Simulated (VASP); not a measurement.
# TiO2 (P4_2/mnm) in VASP: further runs

Runs on TiO2. Level: PBE. Tasks: single point.

Everything below comes from runs of VASP 6.6.1. Logs are shortened: lines on timing, memory, paths and dates and some standing lists are left out, and cuts for length are marked.

**1. The cell of the first run**

It takes space group P4_2/mnm (No. 136, tetragonal). Conventional cell: a = 4.597 Å, b = 4.597 Å, c = 2.953 Å, α = 90.00°, β = 90.00°, γ = 90.00°. Within 2.6 Å of Ti (site symmetry mmm) lie 6 O at 1.95 to 1.98 Å. O (site symmetry m2m) has 3 Ti at 1.95 to 1.98 Å and 1 O at 2.54 Å within 2.6 Å.

**2. Single point, PBE**

The input, INCAR:

```
SYSTEM = TiO2
PREC = Accurate
ENCUT = 520
EDIFF = 1E-7
ISMEAR = -1
SIGMA = 0.02
LREAL = .FALSE.
LASPH = .TRUE.
NELM = 100
ALGO = Normal
ISIF = 2
LWAVE = .FALSE.
LCHARG = .TRUE.
GGA = PE
LELF = .TRUE.
LVHAR = .TRUE.
NBANDS = 33
```

The input, KPOINTS:

```
Automatic mesh
0
G
  6 6 8
  0 0 0
```

The input, POSCAR:

```
TiO2
1.0
    4.5968534940      0.0000000000      0.0000000000
    0.0000000000      4.5968534940      0.0000000000
    0.0000000000      0.0000000000      2.9534912666
Ti O
2 4
Direct
    0.0000000000      0.0000000000      0.0000000000
    0.5000000000      0.5000000000      0.5000000000
    0.3046432220      0.3046432220      0.0000000000
    0.1953567780      0.8046432220      0.5000000000
    0.8046432220      0.1953567780      0.5000000000
    0.6953567780      0.6953567780      0.0000000000
```

Potentials or basis: VASP PAW PBE potentials, release 64 (Ti_sv, O).

The run is started by

```console
$ cat potpaw_PBE.64/Ti_sv/POTCAR potpaw_PBE.64/O/POTCAR > POTCAR
$ mpirun -np 1 vasp_std > vasp.out
```

OUTCAR:

```text
SYSTEM = TiO2
   PREC = Accurate
   ENCUT = 520
   EDIFF = 1E-7
   ISMEAR = -1
   LREAL = .FALSE.
   LASPH = .TRUE.
   NELM = 100
   ISIF = 2
   GGA = PE

 ion  position               nearest neighbor table
   1  0.000  0.000  0.000-   4 1.95   5 1.95   4 1.95   5 1.95   3 1.98   6 1.98
   2  0.500  0.500  0.500-   3 1.95   6 1.95   3 1.95   6 1.95   5 1.98   4 1.98
   3  0.305  0.305  0.000-   2 1.95   2 1.95   1 1.98
   4  0.195  0.805  0.500-   1 1.95   1 1.95   2 1.98
   5  0.805  0.195  0.500-   1 1.95   1 1.95   2 1.98
   6  0.695  0.695  0.000-   2 1.95   2 1.95   1 1.98

  LATTYP: Found a simple tetragonal cell.
 ALAT       =     4.5968534940
 C/A-ratio  =     0.6425028056

  Lattice vectors:

 A1 = (   4.5968534940,   0.0000000000,   0.0000000000)
 A2 = (   0.0000000000,   4.5968534940,   0.0000000000)
 A3 = (   0.0000000000,   0.0000000000,   2.9534912666)

Analysis of symmetry for initial positions (statically):
=====================================================================
 Subroutine PRICEL returns:
 Original cell was already a primitive cell.

 Routine SETGRP: Setting up the symmetry group for a
 simple tetragonal supercell.

 Subroutine GETGRP returns: Found 16 space group operations
 (whereof  8 operations were pure point group operations)
 out of a pool of 16 trial point group operations.

The static configuration has the point symmetry D_2h.
 The point group associated with its full space group is D_4h.

Analysis of symmetry for dynamics (positions and initial velocities):
=====================================================================
 Subroutine PRICEL returns:
 Original cell was already a primitive cell.

 Routine SETGRP: Setting up the symmetry group for a
 simple tetragonal supercell.

 Subroutine GETGRP returns: Found 16 space group operations
 (whereof  8 operations were pure point group operations)
 out of a pool of 16 trial point group operations.

The dynamic configuration has the point symmetry D_2h.
 The point group associated with its full space group is D_4h.

 Subroutine INISYM returns: Found 16 space group operations
 (whereof  8 operations are pure point group operations),
 and found     1 'primitive' translations

----------------------------------------------------------------------------------------

                                     Primitive cell

  volume of cell :      62.4104

  direct lattice vectors                    reciprocal lattice vectors
     4.596853494  0.000000000  0.000000000     0.217540107  0.000000000  0.000000000
     0.000000000  4.596853494  0.000000000     0.000000000  0.217540107  0.000000000
     0.000000000  0.000000000  2.953491267     0.000000000  0.000000000  0.338582345

  length of vectors
     4.596853494  4.596853494  2.953491267     0.217540107  0.217540107  0.338582345

  position of ions in fractional coordinates (direct lattice)
     0.000000000  0.000000000  0.000000000
     0.500000000  0.500000000  0.500000000
     0.304643222  0.304643222  0.000000000
     0.195356778  0.804643222  0.500000000
     0.804643222  0.195356778  0.500000000
     0.695356778  0.695356778  0.000000000

  ion indices of the primitive-cell ions
   primitive index   ion index
                 1           1
                 2           2
                 3           3
                 4           4
                 5           5
                 6           6

----------------------------------------------------------------------------------------

 KPOINTS: Automatic mesh

Automatic generation of k-mesh.
 Grid dimensions read from file:
 generate k-points for:    6    6    8

 Generating k-lattice:

  Cartesian coordinates                     Fractional coordinates (reciprocal lattice)
     0.036256684  0.000000000  0.000000000     0.166666667  0.000000000  0.000000000
     0.000000000  0.036256684  0.000000000     0.000000000  0.166666667  0.000000000
     0.000000000  0.000000000  0.042322793     0.000000000  0.000000000  0.125000000

  Length of vectors
     0.036256684  0.036256684  0.042322793

  Shift w.r.t. Gamma in fractional coordinates (k-lattice)
     0.000000000  0.000000000  0.000000000

 Subroutine IBZKPT returns following result:
 ===========================================

 Found     50 irreducible k-points:

 Following reciprocal coordinates:
            Coordinates               Weight
  0.000000  0.000000  0.000000      1.000000
  0.166667  0.000000  0.000000      4.000000
  0.333333  0.000000  0.000000      4.000000
  0.500000  0.000000  0.000000      2.000000
  0.166667  0.166667  0.000000      4.000000
  0.333333  0.166667  0.000000      8.000000
[... 16 lines left out ...]
  0.333333  0.000000  0.250000      8.000000
  0.500000  0.000000  0.250000      4.000000
 [... further k-points ...]
   k-points           NKPTS =     50   k-points in BZ     NKDIM =     50   number of bands    NBANDS=     33
   number of dos      NEDOS =    301   number of ions     NIONS =      6
   total plane-waves  NPLWV =  31104
   dimension x,y,z NGX =    36 NGY =   36 NGZ =   24
   dimension x,y,z NGXF=    72 NGYF=   72 NGZF=   48
   ions per type =               2   4
   NGX,Y,Z   is equivalent  to a cutoff of  13.02, 13.02, 13.51 a.u.
   NGXF,Y,Z  is equivalent  to a cutoff of  26.04, 26.04, 27.02 a.u.
 SYSTEM =  TiO2
   PREC   = accura    normal or accurate (medium, high low for compatibility)
   ISTART =      0    job   : 0-new  1-cont  2-samecut
   ICHARG =      2    charge: 1-file 2-atom 10-const
   ISPIN  =      1    spin polarized calculation?
   LNONCOLLINEAR =      F non collinear calculations
   LSORBIT =      F    spin-orbit coupling
   LASPH  =      T    aspherical Exc in radial PAW
   ENCUT  =  520.0 eV  38.22 Ry    6.18 a.u.   8.55  8.55  5.49*2*pi/ulx,y,z
   NELM   =    100;   NELMIN=  2; NELMDL= -5     # of ELM steps
   EDIFF  = 0.1E-06   stopping-criterion for ELM
   LREAL  =      F    real-space projection
   EDIFFG = 0.1E-05   stopping-criterion for IOM
   NSW    =      0    number of steps for IOM
   IBRION =     -1    ionic relax: 0-MD 1-quasi-New 2-CG
   NFREE  =      0    steps in history (QN), initial steepest desc. (CG)
   ISIF   =      2    stress and relaxation
   ISYM   =      2    0-nonsym 1-usesym 2-fastsym
   POTIM  = 0.5000    time-step for ionic-motion
   TEBEG  =    0.0;   TEEND  =   0.0 temperature during run
   PSTRESS=    0.0 pullay stress
   NELECT =      48.0000    total number of electrons
   NUPDOWN=      -1.0000    fix difference up-down
   EMIN   =  10.00;   EMAX   =-10.00  energy-range for DOS
   EFERMI =   0.00;   METHOD = LEGACY
   ISMEAR =    -1;   SIGMA  =   0.02  broadening in eV -4-tet -1-fermi 0-gaus
   EFERMI_NEDOS =   21; number of points for ismear=-14 and -15
   IALGO  =     38    algorithm
   IMIX   =      4    mixing-type and parameters
     AMIX     =   0.40;   BMIX     =  1.00
     AMIX_MAG =   1.60;   BMIX_MAG =  1.00
  volume/ion in A,a.u.               =      10.40        70.19
  Fermi-wavevector in a.u.,A,eV,Ry     =   1.499925  2.834447 30.610051  2.249775
  Thomas-Fermi vector in A             =   2.611492
   LORBIT       =      0    0 simple, 1 ext, 2 COOP (PROOUT), +10 PAW based schemes
   GGA     = PE    functional components
   LHFCALC =     F    Hartree Fock is set to
   AEXX    =    0.0000 exact exchange contribution
   IVDW    =     0    specifies the selected vdW correction
   LEPSILON=     F    determine dielectric tensor
   LRPA    =     F    only Hartree local field effects (RPA)
 non-spin polarized calculation
  energy-cutoff  :      520.00
  volume of cell :       62.41
 maximum number of plane-waves:      1698
 NGX is ok and might be reduce to    36
   NGX = 17   NGY = 17   NGZ = 11

 number of electron      48.0000021 magnetization

 Free energy of the ion-electron system (eV)
  ---------------------------------------------------
  ext. energy  EPLUGINS =         0.00000000
  ---------------------------------------------------
  free energy    TOTEN  =       -53.64479464 eV

  energy without entropy =      -53.64479464  energy(sigma->0) =      -53.64479464

 E-fermi :   5.3252     XC(G=0): -11.4137

 val. band max:        4.8509257103   @ k =   0.0000   0.0000   0.0000
 cond. band min:       6.7120139657   @ k =   0.0000   0.0000   0.0000
 fundamental gap:      1.8610882554
 Fermi energy:         5.3251911464

 k-point     1 :       0.0000    0.0000    0.0000
  band No.  band energies     occupation
      1     -52.0653      2.00000
      2     -52.0482      2.00000
      3     -28.3738      2.00000
      4     -28.3738      2.00000
      5     -28.2082      2.00000
      6     -28.2082      2.00000
[... 25 lines left out ...]
     32      11.4624      0.00000
     33      11.4624      0.00000

 k-point     2 :       0.1667    0.0000    0.0000
  band No.  band energies     occupation
      1     -52.0642      2.00000
      2     -52.0494      2.00000
      3     -28.3650      2.00000
      4     -28.3642      2.00000
      5     -28.2189      2.00000
      6     -28.2181      2.00000
[... 25 lines left out ...]
     32      11.3693      0.00000
     33      11.3889      0.00000

 k-point     3 :       0.3333    0.0000    0.0000
  band No.  band energies     occupation
      1     -52.0611      2.00000
      2     -52.0525      2.00000
      3     -28.3416      2.00000
      4     -28.3395      2.00000
      5     -28.2458      2.00000
      6     -28.2435      2.00000
[... 25 lines left out ...]
     32      11.1828      0.00000
     33      11.2205      0.00000

 k-point     4 :       0.5000    0.0000    0.0000
  band No.  band energies     occupation
      1     -52.0568      2.00000
      2     -52.0568      2.00000
      3     -28.3211      2.00000
      4     -28.3211      2.00000
      5     -28.2651      2.00000
      6     -28.2651      2.00000
[... 673 lines left out ...]
     32      10.5797      0.00000
     33      10.9010      0.00000

 k-point    23 :       0.3333    0.0000    0.2500
  band No.  band energies     occupation
      1     -52.0394      2.00000
      2     -52.0333      2.00000
      3     -28.3985      2.00000
      4     -28.3857      2.00000
      5     -28.2844      2.00000
      6     -28.2774      2.00000
[... 25 lines left out ...]
     32      10.1457      0.00000
     33      11.0573      0.00000

 k-point    24 :       0.5000    0.0000    0.2500
  band No.  band energies     occupation
      1     -52.0363      2.00000
      2     -52.0363      2.00000
      3     -28.3955      2.00000
      4     -28.3955      2.00000
      5     -28.2657      2.00000
      6     -28.2657      2.00000
[... 25 lines left out ...]
     32       9.9855      0.00000
     33      11.4790      0.00000

 [... further k-points ...]

------------------------ aborting loop because EDIFF is reached ----------------------------------------

  FORCE on cell =-STRESS in cart. coord.  units (eV):
  Direction    XX          YY          ZZ          XY          YZ          ZX
  --------------------------------------------------------------------------------------
  -------------------------------------------------------------------------------------
  Total        2.2893874      2.2893874      2.3150095      0.0000000      0.0000000      0.0000000
  in kB       58.7723237     58.7723237     59.4300849      0.0000000      0.0000000      0.0000000
  external PRESSURE =      58.9915774 kB  Pullay stress =       0.0000000 kB

 VOLUME and BASIS-vectors are now :
 -----------------------------------------------------------------------------
  energy-cutoff  :      520.00
  volume of cell :       62.41
      direct lattice vectors                 reciprocal lattice vectors
     4.596853494  0.000000000  0.000000000     0.217540107  0.000000000  0.000000000
     0.000000000  4.596853494  0.000000000     0.000000000  0.217540107  0.000000000
     0.000000000  0.000000000  2.953491267     0.000000000  0.000000000  0.338582345

 POSITION                                       TOTAL-FORCE (eV/Angst)
 -----------------------------------------------------------------------------------
      0.00000      0.00000      0.00000         0.000000      0.000000     -0.000000
      2.29843      2.29843      1.47675         0.000000      0.000000     -0.000000
      1.40040      1.40040      0.00000        -0.057677     -0.057677     -0.000000
      0.89803      3.69883      1.47675         0.057677     -0.057677     -0.000000
      3.69883      0.89803      1.47675        -0.057677      0.057677      0.000000
      3.19645      3.19645      0.00000         0.057677      0.057677      0.000000
 -----------------------------------------------------------------------------------
    total drift:                                0.000000      0.000000     -0.000000

  FREE ENERGIE OF THE ION-ELECTRON SYSTEM (eV)
  ---------------------------------------------------
  free  energy   TOTEN  =       -53.6447946448 eV

  energy  without entropy=      -53.6447946448  energy(sigma->0) =      -53.64479464
```

Run time: 49 s. Hardware: 1 thread of Intel Xeon 6975P-C (Granite Rapids), shared host; peak memory 0.22 GiB.

Results:

| Property | Result |
| --- | --- |
| Free energy | -53.6448 eV |
| Pressure | 5.9 GPa |
| Largest force | 0.082 eV/Å |
| Band gap on the k mesh | 1.86 eV, direct |

Forces in eV/Å, atoms in the order of the input:
```
Ti   0.000  0.000  0.000
Ti   0.000  0.000  0.000
O   -0.058 -0.058  0.000
O    0.058 -0.058  0.000
O   -0.058  0.058  0.000
O    0.058  0.058  0.000
```

Levels at points of the mesh, in eV from the valence-band top:
```csv
k point,band 20,band 21,band 22,band 23,band 24,band 25,band 26,band 27,band 28,band 29
"(0.00, 0.00, 0.00)",-1.97,-0.70,-0.45,-0.45,0.00,1.86,2.16,2.40,2.50,2.50
"(0.50, 0.00, 0.00)",-3.05,-1.63,-1.63,-0.74,-0.74,2.53,2.53,3.02,3.02,3.56
"(0.50, 0.50, 0.00)",-2.19,-1.30,-1.30,-1.06,-1.06,1.90,1.90,2.52,2.52,3.83
"(0.00, 0.00, 0.50)",-2.76,-2.36,-2.36,-1.43,-1.43,2.96,2.96,3.18,3.18,3.67
"(0.50, 0.00, 0.50)",-2.37,-2.04,-2.04,-1.04,-1.04,1.91,1.91,3.20,3.20,3.91
"(0.50, 0.50, 0.50)",-2.74,-1.28,-1.28,-0.67,-0.67,2.59,2.59,3.21,3.21,3.22
```

**3. Single point, PBE (uniaxial z strain +1.0%)**

The input, INCAR:

```
  PREC = Accurate
  ENCUT = 520
  EDIFF = 1E-6
  ISMEAR = -1
  SIGMA = 0.02
  LREAL = False
  LASPH = True
  NELM = 80
  ALGO = Normal
  ISIF = 2
  LWAVE = False
  LCHARG = False
  GGA = PE
  NBANDS = 33
```

The input, KPOINTS:

```
regular mesh
0
Gamma
  6 6 8
```

The input, POSCAR:

```
TiO2
1.0
    4.5968534940      0.0000000000      0.0000000000
    0.0000000000      4.5968534940      0.0000000000
    0.0000000000      0.0000000000      2.9830261793
Ti O
2 4
Direct
    0.0000000000      0.0000000000      0.0000000000
    0.5000000000      0.5000000000      0.5000000000
    0.3049811633      0.3049811633      0.0000000000
    0.1950188367      0.8049811633      0.5000000000
    0.8049811633      0.1950188367      0.5000000000
    0.6950188367      0.6950188367      0.0000000000
```

Potentials or basis: VASP PAW PBE potentials, release 64 (Ti_sv, O).

The run is started by

```console
$ cat potpaw_PBE.64/Ti_sv/POTCAR potpaw_PBE.64/O/POTCAR > POTCAR
$ mpirun -np 1 vasp_std > vasp.out
```

It took 41 s on 1 thread of Intel Xeon 6975P-C (Granite Rapids), shared host; peak memory 0.22 GiB.

It converged, with:

* Free energy: -53.6586 eV
* Pressure: 3.1 GPa
* Largest force: 0.070 eV/Å
* Band gap on the k mesh: 1.83 eV, direct

Forces on the atoms (eV/Å):
```
Ti   0.000  0.000  0.000
Ti   0.000  0.000  0.000
O   -0.050 -0.050  0.000
O    0.050 -0.050  0.000
O   -0.050  0.050  0.000
O    0.050  0.050  0.000
```

Stress tensor (GPa, compression positive):
```
4.17 0.00 0.00
0.00 4.17 0.00
0.00 0.00 1.05
```

Levels at points of the mesh, in eV from the valence-band top:
```
           k point  band 22  band 23  band 24  band 25  band 26  band 27
(0.00, 0.00, 0.00)    -0.45    -0.45     0.00     1.83     2.14     2.33
(0.50, 0.00, 0.00)    -1.69    -0.74    -0.74     2.50     2.50     2.94
(0.50, 0.50, 0.00)    -1.35    -1.05    -1.05     1.88     1.88     2.44
(0.00, 0.00, 0.50)    -2.36    -1.42    -1.42     2.91     2.91     3.04
(0.50, 0.00, 0.50)    -2.03    -1.03    -1.03     1.87     1.87     3.06
(0.50, 0.50, 0.50)    -1.28    -0.68    -0.68     2.54     2.54     3.08
```

Caveat: the cell differs from its parent crystal (uniaxial z strain +1.0%). A k mesh can miss the band edges.

(Continued in part 2 of 2.)
